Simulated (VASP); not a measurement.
The system is CdO5.

```
Cd O
1.0
     3.73094    0.00000    0.00000
    -1.86547    3.23109    0.00000
     0.00000    0.00000    7.99771
Cd O
1 5
Cartesian
  0.0000 0.0000 0.0000
  0.0000 0.0000 4.5992
  0.0000 0.0000 3.3985
  1.8655 1.0770 4.5985
  1.8655 1.0770 3.3992
  0.0000 2.1541 0.0000
```

```yaml
Program: VASP 6.6.1
Task: relaxation of shape and atoms at fixed volume
Functional: PBE
Potentials_or_basis: VASP PAW PBE potentials, release 64 (Cd, O)
Cutoff: 600 eV
k_mesh: 12 × 12 × 4
Occupations: gaussian, width 0.1 eV
Spin: no spin polarisation
```

At the start: pressure 5.2 GPa; volume 16.07 Å³/atom.

Problem. Where does the relaxation end?

Solution. Over 9 steps the energy falls by 15.3 meV/atom; space group P-6m2 (No. 187, to 0.1 Å) before and after.

Step by step:
```
step  energy change (eV)  largest force (eV/Å)  pressure (GPa)  volume (Å³)
   1              0.0000                2.3549            5.19        96.41
   2              2.1701                7.4307           -7.75        96.41
   3             -0.0590                0.3954            1.81        96.41
   4             -0.0620                0.0193            2.28        96.41
   5             -0.0622                0.0830            2.40        96.41
   6             -0.0756                0.0876            1.84        96.41
   7             -0.0917                0.1464            0.35        96.41
   8             -0.0696                1.2732           -1.50        96.41
   9             -0.0920                0.0077            0.17        96.41
```

Final structure:
```yaml
crystal:
  lattice:
    - [3.78574, 0.00000, 0.00000]
    - [-1.89287, 3.27855, 0.00000]
    - [0.00000, 0.00000, 7.76785]
  atoms:
    - { symbol: Cd, position: [0.00000, 0.00000, 0.00000] }
    - { symbol: O, position: [0.00000, 0.00000, 0.57922] }
    - { symbol: O, position: [0.00000, 0.00000, 0.42078] }
    - { symbol: O, position: [0.66667, 0.33333, 0.57911] }
    - { symbol: O, position: [0.66667, 0.33333, 0.42089] }
    - { symbol: O, position: [0.33333, 0.66667, 0.00000] }
```

Where two steps share one volume, the run began anew on that cell with a basis built for it.

Caveat: the standard files for N, O and F lose accuracy on very short bonds.
